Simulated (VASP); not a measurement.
Crystal: TaSBr.

```
CELL_PARAMETERS angstrom
3.40063 0.00000 0.00000
0.00000 3.40063 0.00000
0.00000 0.00000 6.87924
ATOMIC_POSITIONS crystal
Ta 0.00000 0.00000 0.50000
S 0.50000 0.50000 0.50000
Br 0.50000 0.50000 0.00000
```

The cell was built from a structure type or drawn by symmetry, and may not be a known phase.

| Property | Result |
| --- | --- |
| Program | VASP 6.6.1 |
| Task | relaxation of cell and atoms |
| Functional | PBE |
| Potentials or basis | VASP PAW PBE potentials, release 64 (Ta_pv, S, Br) |
| Cutoff | 500 eV |
| k mesh | 14 × 14 × 8 |
| Occupations | gaussian, width 0.1 eV |
| Spin | collinear spin |
| Starting moments | [0.7, 0.0, 0.15] μB |

At the start: pressure 0.1 GPa; volume 26.52 Å³/atom.

Q: Where does the relaxation end?

A: Over 14 steps the energy falls by 8.8 meV/atom and the volume is 24.10 Å³/atom (-9.1 %); space group P4/mmm (No. 123, to 0.1 Å) before and after; moment 0.32 μB per cell.

The path:
```csv
step,energy change (eV),largest force (eV/Å),pressure (GPa),volume (Å³)
1,0.0000,0.0000,0.06,79.55
2,-0.0007,0.0000,-0.38,79.68
3,-0.0007,0.0000,-0.36,79.67
4,-0.0015,0.0000,-0.37,79.40
5,-0.0041,0.0000,-0.42,78.59
6,-0.0113,0.0000,-0.52,76.98
7,-0.0244,0.0000,-0.37,73.74
8,0.0554,0.0000,2.22,67.25
9,-0.0255,0.0000,-0.32,73.29
10,-0.0262,0.0000,-0.08,72.07
11,-0.0264,0.0000,-0.18,72.52
12,-0.0264,0.0000,-0.15,72.38
13,-0.0241,0.0000,0.89,71.81
14,-0.0265,0.0000,0.02,72.29
```

Final structure:
```yaml
crystal:
  lattice:
    - [3.40964, 0.00000, 0.00000]
    - [0.00000, 3.40964, 0.00000]
    - [0.00000, 0.00000, 6.21779]
  atoms:
    - { symbol: Ta, position: [0.00000, 0.00000, 0.50000] }
    - { symbol: S, position: [0.50000, 0.50000, 0.50000] }
    - { symbol: Br, position: [0.50000, 0.50000, 0.00000] }
```

Caveat: this functional lacks dispersion, which binds the layers, so the pressure and a relaxed spacing across them are unreliable.
